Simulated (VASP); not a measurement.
# BN (P3m1) in VASP: further runs

The runs below take BN through single point, with PBE+D3(BJ).

All numbers are computed with VASP 6.6.1; they aren't measurements. Logs are shortened: lines on timing, memory, paths and dates and some standing lists are left out, and cuts for length are marked.

## (1) The cell of the first run

It takes space group P3m1 (No. 156, trigonal). Conventional cell: a = 2.506 Å, b = 2.506 Å, c = 6.597 Å, α = 90.00°, β = 90.00°, γ = 120.00°. B (site symmetry 3m) has 3 N at 1.50 Å within 2.0 Å. B (site symmetry 3m) has 3 N at 1.45 Å within 1.9 Å. Within 1.9 Å of N (site symmetry 3m) lie 3 B at 1.45 Å. Within 2.0 Å of N (site symmetry 3m) lie 3 B at 1.50 Å.

## (2) Single point, PBE+D3(BJ) (atom 1 (B) moved by +0.000 Å along [1 2 0] and -0.384 Å along [0 0 1])

The input, INCAR:

```
SYSTEM = BN
ALGO = Normal
EDIFF = 1E-6
ENCUT = 520
GGA = PE
ISIF = 2
ISMEAR = 0
IVDW = 12
LASPH = .True.
LCHARG = .True.
LELF = .True.
LREAL = .False.
LVHAR = .True.
LWAVE = .False.
NBANDS = 16
NELM = 100
PREC = Accurate
SIGMA = 0.05
```

The input, KPOINTS:

```
k-points
0
Gamma
  12 12 4
  0 0 0
```

The input, POSCAR:

```
BN
1.0
    2.5061233057      0.0000000000      0.0000000000
   -1.2530616528      2.1703664477      0.0000000000
    0.0000000000      0.0000000000      6.5973571420
B N
2 2
Direct
    0.0000000000      0.0000000000      0.4417948746
    0.3333333333      0.6666666667      0.0000000000
    0.0000000000      0.0000000000      0.0000000000
    0.6666666667      0.3333333333      0.5000000000
```

Potentials or basis: VASP PAW PBE potentials, release 64 (B, N).

Command:

```sh
> cat potpaw_PBE.64/B/POTCAR potpaw_PBE.64/N/POTCAR > POTCAR
> mpirun -np 1 vasp_std > vasp.out
```

OUTCAR:

```text
SYSTEM = BN
   EDIFF = 1E-6
   ENCUT = 520
   GGA = PE
   ISIF = 2
   ISMEAR = 0
   IVDW = 12
   LASPH = .True.
   LREAL = .False.
   NELM = 100
   PREC = Accurate
 IVDW          = 12

 ion  position               nearest neighbor table
   1  0.000  0.000  0.442-   4 1.50   4 1.50   4 1.50
   2  0.333  0.667  0.000-   3 1.45   3 1.45   3 1.45
   3  0.000  0.000  0.000-   2 1.45   2 1.45   2 1.45
   4  0.667  0.333  0.500-   1 1.50   1 1.50   1 1.50

  LATTYP: Found a hexagonal cell.
 ALAT       =     2.5061233057
 C/A-ratio  =     2.6324950281

  Lattice vectors:

 A1 = (   2.5061233057,   0.0000000000,   0.0000000000)
 A2 = (  -1.2530616528,   2.1703664477,   0.0000000000)
 A3 = (   0.0000000000,   0.0000000000,   6.5973571420)

Analysis of symmetry for initial positions (statically):
=====================================================================
 Subroutine PRICEL returns:
 Original cell was already a primitive cell.

 Routine SETGRP: Setting up the symmetry group for a
 hexagonal supercell.

 Subroutine GETGRP returns: Found  6 space group operations
 (whereof  6 operations were pure point group operations)
 out of a pool of 24 trial point group operations.

The static configuration has the point symmetry C_3v.

Analysis of symmetry for dynamics (positions and initial velocities):
=====================================================================
 Subroutine PRICEL returns:
 Original cell was already a primitive cell.

 Routine SETGRP: Setting up the symmetry group for a
 hexagonal supercell.

 Subroutine GETGRP returns: Found  6 space group operations
 (whereof  6 operations were pure point group operations)
 out of a pool of 24 trial point group operations.

The dynamic configuration has the point symmetry C_3v.

 Subroutine INISYM returns: Found  6 space group operations
 (whereof  6 operations are pure point group operations),
 and found     1 'primitive' translations

----------------------------------------------------------------------------------------

                                     Primitive cell

  volume of cell :      35.8844

  direct lattice vectors                    reciprocal lattice vectors
     2.506123306  0.000000000  0.000000000     0.399022665  0.230375843  0.000000000
    -1.253061653  2.170366448  0.000000000     0.000000000  0.460751686  0.000000000
     0.000000000  0.000000000  6.597357142     0.000000000  0.000000000  0.151575847

  length of vectors
     2.506123306  2.506123306  6.597357142     0.460751686  0.460751686  0.151575847

  position of ions in fractional coordinates (direct lattice)
     0.000000000  0.000000000  0.441794875
     0.333333333  0.666666667  0.000000000
     0.000000000  0.000000000  0.000000000
     0.666666667  0.333333333  0.500000000

  ion indices of the primitive-cell ions
   primitive index   ion index
                 1           1
                 2           2
                 3           3
                 4           4

----------------------------------------------------------------------------------------

 KPOINTS: k-points

Automatic generation of k-mesh.
 Grid dimensions read from file:
 generate k-points for:   12   12    4

 Generating k-lattice:

  Cartesian coordinates                     Fractional coordinates (reciprocal lattice)
     0.033251889  0.019197987  0.000000000     0.083333333 -0.000000000  0.000000000
     0.000000000  0.038395974  0.000000000     0.000000000  0.083333333  0.000000000
     0.000000000  0.000000000  0.037893962     0.000000000  0.000000000  0.250000000

  Length of vectors
     0.038395974  0.038395974  0.037893962

  Shift w.r.t. Gamma in fractional coordinates (k-lattice)
     0.000000000  0.000000000  0.000000000

 Subroutine IBZKPT returns following result:
 ===========================================

 Found     69 irreducible k-points:

 Following reciprocal coordinates:
            Coordinates               Weight
  0.000000  0.000000  0.000000      1.000000
  0.083333  0.000000  0.000000      6.000000
  0.166667  0.000000  0.000000      6.000000
  0.250000  0.000000  0.000000      6.000000
  0.333333  0.000000  0.000000      6.000000
  0.416667  0.000000  0.000000      6.000000
[... 16 lines left out ...]
  0.166667  0.000000  0.250000      6.000000
  0.000000  0.166667  0.250000      6.000000
 [... further k-points ...]
   k-points           NKPTS =     69   k-points in BZ     NKDIM =     69   number of bands    NBANDS=     16
   number of dos      NEDOS =    301   number of ions     NIONS =      4
   total plane-waves  NPLWV =  20000
   dimension x,y,z NGX =    20 NGY =   20 NGZ =   50
   dimension x,y,z NGXF=    40 NGYF=   40 NGZF=  100
   ions per type =               2   2
   NGX,Y,Z   is equivalent  to a cutoff of  13.27, 13.27, 12.60 a.u.
   NGXF,Y,Z  is equivalent  to a cutoff of  26.53, 26.53, 25.20 a.u.
 SYSTEM =  BN
   PREC   = accura    normal or accurate (medium, high low for compatibility)
   ISTART =      0    job   : 0-new  1-cont  2-samecut
   ICHARG =      2    charge: 1-file 2-atom 10-const
   ISPIN  =      1    spin polarized calculation?
   LNONCOLLINEAR =      F non collinear calculations
   LSORBIT =      F    spin-orbit coupling
   LASPH  =      T    aspherical Exc in radial PAW
   ENCUT  =  520.0 eV  38.22 Ry    6.18 a.u.   4.66  4.66 12.27*2*pi/ulx,y,z
   NELM   =    100;   NELMIN=  2; NELMDL= -5     # of ELM steps
   EDIFF  = 0.1E-05   stopping-criterion for ELM
   LREAL  =      F    real-space projection
   EDIFFG = 0.1E-04   stopping-criterion for IOM
   NSW    =      0    number of steps for IOM
   IBRION =     -1    ionic relax: 0-MD 1-quasi-New 2-CG
   NFREE  =      0    steps in history (QN), initial steepest desc. (CG)
   ISIF   =      2    stress and relaxation
   ISYM   =      2    0-nonsym 1-usesym 2-fastsym
   POTIM  = 0.5000    time-step for ionic-motion
   TEBEG  =    0.0;   TEEND  =   0.0 temperature during run
   PSTRESS=    0.0 pullay stress
   NELECT =      16.0000    total number of electrons
   NUPDOWN=      -1.0000    fix difference up-down
   EMIN   =  10.00;   EMAX   =-10.00  energy-range for DOS
   EFERMI =   0.00;   METHOD = LEGACY
   ISMEAR =     0;   SIGMA  =   0.05  broadening in eV -4-tet -1-fermi 0-gaus
   EFERMI_NEDOS =   21; number of points for ismear=-14 and -15
   IALGO  =     38    algorithm
   IMIX   =      4    mixing-type and parameters
     AMIX     =   0.40;   BMIX     =  1.00
     AMIX_MAG =   1.60;   BMIX_MAG =  1.00
  volume/ion in A,a.u.               =       8.97        60.54
  Fermi-wavevector in a.u.,A,eV,Ry     =   1.250680  2.363443 21.282251  1.564201
  Thomas-Fermi vector in A             =   2.384663
   LORBIT       =      0    0 simple, 1 ext, 2 COOP (PROOUT), +10 PAW based schemes
   GGA     = PE    functional components
   LHFCALC =     F    Hartree Fock is set to
   AEXX    =    0.0000 exact exchange contribution
   IVDW    =    12    specifies the selected vdW correction
   LEPSILON=     F    determine dielectric tensor
   LRPA    =     F    only Hartree local field effects (RPA)
 non-spin polarized calculation
 Gauss-broadening in eV      SIGMA  =   0.05
  energy-cutoff  :      520.00
  volume of cell :       35.88
 maximum number of plane-waves:       985
 NGX is ok and might be reduce to    20
   NGX =  9   NGY =  9   NGZ = 25

 number of electron      15.9999998 magnetization

 Free energy of the ion-electron system (eV)
  ---------------------------------------------------
  ext. energy  EPLUGINS =         0.00000000
  ---------------------------------------------------
  free energy    TOTEN  =       -34.15276461 eV

  energy without entropy =      -34.15276461  energy(sigma->0) =      -34.15276461

 E-fermi :   2.7388     XC(G=0): -10.1965

 val. band max:        2.4937029624   @ k =   0.3333   0.3333   0.5000
 cond. band min:       6.2370325990   @ k =   0.5000   0.0000   0.0000
 fundamental gap:      3.7433296367
 Fermi energy:         2.7388247630

 k-point     1 :       0.0000    0.0000    0.0000
  band No.  band energies     occupation
      1     -15.7599      2.00000
      2     -14.6384      2.00000
      3      -4.1149      2.00000
      4      -1.4186      2.00000
      5       0.5810      2.00000
      6       0.5810      2.00000
[... 8 lines left out ...]
     15      14.1070      0.00000
     16      15.7977      0.00000

 k-point     2 :       0.0833    0.0000    0.0000
  band No.  band energies     occupation
      1     -15.6256      2.00000
      2     -14.5006      2.00000
      3      -3.9300      2.00000
      4      -1.2645      2.00000
      5       0.0232      2.00000
      6       0.3235      2.00000
[... 8 lines left out ...]
     15      14.5982      0.00000
     16      16.0762      0.00000

 k-point     3 :       0.1667    0.0000    0.0000
  band No.  band energies     occupation
      1     -15.2303      2.00000
      2     -14.0944      2.00000
      3      -3.3826      2.00000
      4      -1.3862      2.00000
      5      -0.8364      2.00000
      6      -0.3035      2.00000
[... 8 lines left out ...]
     15      15.8655      0.00000
     16      16.7713      0.00000

 k-point     4 :       0.2500    0.0000    0.0000
  band No.  band energies     occupation
      1     -14.6016      2.00000
      2     -13.4466      2.00000
      3      -3.1735      2.00000
      4      -2.4980      2.00000
      5      -1.7327      2.00000
      6      -1.0304      2.00000
[... 8 lines left out ...]
     15      17.6130      0.00000
     16      17.9699      0.00000
[... 324 lines left out ...]
 k-point    22 :       0.0000    0.0833    0.2500
  band No.  band energies     occupation
      1     -15.6168      2.00000
      2     -14.5150      2.00000
      3      -3.7075      2.00000
      4      -1.6510      2.00000
      5       0.0266      2.00000
      6       0.3236      2.00000
[... 8 lines left out ...]
     15      14.5952      0.00000
     16      16.0790      0.00000

 k-point    23 :       0.1667    0.0000    0.2500
  band No.  band energies     occupation
      1     -15.2225      2.00000
      2     -14.1074      2.00000
      3      -3.1666      2.00000
      4      -1.4267      2.00000
      5      -1.1581      2.00000
      6      -0.3033      2.00000
[... 8 lines left out ...]
     15      15.8747      0.00000
     16      16.6136      0.00000

 k-point    24 :       0.0000    0.1667    0.2500
  band No.  band energies     occupation
      1     -15.2225      2.00000
      2     -14.1074      2.00000
      3      -3.1692      2.00000
      4      -1.4194      2.00000
      5      -1.1548      2.00000
      6      -0.3034      2.00000
[... 8 lines left out ...]
     15      15.8566      0.00000
     16      16.5567      0.00000

 [... further k-points ...]

------------------------ aborting loop because EDIFF is reached ----------------------------------------

 Edisp (eV)   -0.57022

 E8    (eV) :    -0.1675

  FORCE on cell =-STRESS in cart. coord.  units (eV):
  Direction    XX          YY          ZZ          XY          YZ          ZX
  --------------------------------------------------------------------------------------
  -------------------------------------------------------------------------------------
  Total      -0.20302    -0.20302    -2.31054    -0.00000     0.00000     0.00000
  in kB      -9.06456    -9.06456  -103.16168    -0.00000     0.00000     0.00000
  external pressure =      -40.43 kB  Pullay stress =        0.00 kB

 VOLUME and BASIS-vectors are now :
 -----------------------------------------------------------------------------
  energy-cutoff  :      520.00
  volume of cell :       35.88
      direct lattice vectors                 reciprocal lattice vectors
     2.506123306  0.000000000  0.000000000     0.399022665  0.230375843  0.000000000
    -1.253061653  2.170366448  0.000000000     0.000000000  0.460751686  0.000000000
     0.000000000  0.000000000  6.597357142     0.000000000  0.000000000  0.151575847

 POSITION                                       TOTAL-FORCE (eV/Angst)
 -----------------------------------------------------------------------------------
      0.00000      0.00000      2.91468        -0.000000      0.000000      5.247278
     -0.00000      1.44691      0.00000         0.000000     -0.000000     -0.322286
      0.00000      0.00000      0.00000         0.000000      0.000000      0.273215
      1.25306      0.72346      3.29868        -0.000000      0.000000     -5.198207
 -----------------------------------------------------------------------------------
    total drift:                                0.000000     -0.000000     -0.000012

  FREE ENERGIE OF THE ION-ELECTRON SYSTEM (eV)
  ---------------------------------------------------
  free  energy   TOTEN  =       -34.7229852163 eV

  energy  without entropy=      -34.7229852163  energy(sigma->0) =      -34.72298522
```

Wall time 64 s (1 thread of Intel Xeon 8259CL, shared host); peak memory 0.18 GiB.

Results:

```
Free energy                : -34.7230 eV
Pressure                   : -4.0 GPa
Largest force              : 5.247 eV/Å
Band gap on the k mesh     : 3.74 eV (least direct gap 3.98 eV)
Dispersion energy per atom : -0.143 eV
```

Forces on the atoms (eV/Å):
```
B    0.000  0.000  5.247
B    0.000  0.000 -0.322
N    0.000  0.000  0.273
N    0.000  0.000 -5.198
```

Caveat: the cell differs from its parent crystal (atom 1 (B) moved by +0.000 Å along [1 2 0] and -0.384 Å along [0 0 1]); the cell stands under tension; forces of over 1 eV/Å act on the atoms, so gaps and moduli don't describe the material at rest. A k mesh can miss the band edges.

## (3) Single point, PBE+D3(BJ) (atom 1 (B) moved by +0.000 Å along [1 2 0] and -0.192 Å along [0 0 1])

The input, INCAR:

```
SYSTEM = BN
PREC = Accurate
ENCUT = 520
EDIFF = 1E-6
ISMEAR = 0
SIGMA = 0.05
LREAL = .FALSE.
LASPH = .TRUE.
NELM = 60
ALGO = Normal
ISIF = 2
LWAVE = .FALSE.
LCHARG = .FALSE.
GGA = PE
IVDW = 12
NBANDS = 16
```

The input, KPOINTS:

```
regular mesh
0
G
  12 12 4
  0 0 0
```

Edit POSCAR of step 2 so:

```diff
@@ -8,3 +8,3 @@
 Direct
-    0.0000000000      0.0000000000      0.4417948746
+    0.0000000000      0.0000000000      0.4708974373
     0.3333333333      0.6666666667      0.0000000000
```

Potentials or basis: VASP PAW PBE potentials, release 64 (B, N).

Command:

```sh
> cat potpaw_PBE.64/B/POTCAR potpaw_PBE.64/N/POTCAR > POTCAR
> mpirun -np 1 vasp_std > vasp.out
```

Wall time 61 s (1 thread of Intel Xeon 8259CL, shared host); peak memory 0.18 GiB.

It converged, with:

* Free energy: -35.4725 eV
* Pressure: -1.1 GPa
* Largest force: 2.578 eV/Å
* Band gap on the k mesh: 4.18 eV (least direct gap 4.34 eV)
* Dispersion energy per atom: -0.142 eV

Forces in eV/Å, atoms in the order of the input:
```
B    0.000  0.000  2.578
B    0.000  0.000 -0.170
N    0.000  0.000  0.144
N    0.000  0.000 -2.552
```

Stress tensor (GPa, compression positive):
```
-0.32  0.00  0.00
 0.00 -0.32  0.00
 0.00  0.00 -2.68
```

Levels at points of the mesh, in eV from the valence-band top:
| k point | band 5 | band 6 | band 7 | band 8 | band 9 | band 10 | band 11 | band 12 |
| --- | --- | --- | --- | --- | --- | --- | --- | --- |
| (0.00, 0.00, 0.00) | -1.55 | -1.55 | -1.02 | -1.02 | 4.84 | 10.14 | 11.35 | 11.35 |
| (0.50, 0.00, 0.00) | -4.35 | -3.80 | -1.43 | -0.71 | 4.18 | 5.27 | 9.51 | 9.68 |
| (0.00, 0.00, 0.50) | -1.55 | -1.55 | -1.02 | -1.02 | 6.70 | 7.97 | 11.36 | 11.36 |
| (0.50, 0.00, 0.50) | -4.34 | -3.80 | -1.19 | -0.84 | 4.40 | 4.53 | 9.65 | 9.91 |

Caveat: the cell differs from its parent crystal (atom 1 (B) moved by +0.000 Å along [1 2 0] and -0.192 Å along [0 0 1]); forces of over 1 eV/Å act on the atoms, so gaps and moduli don't describe the material at rest.
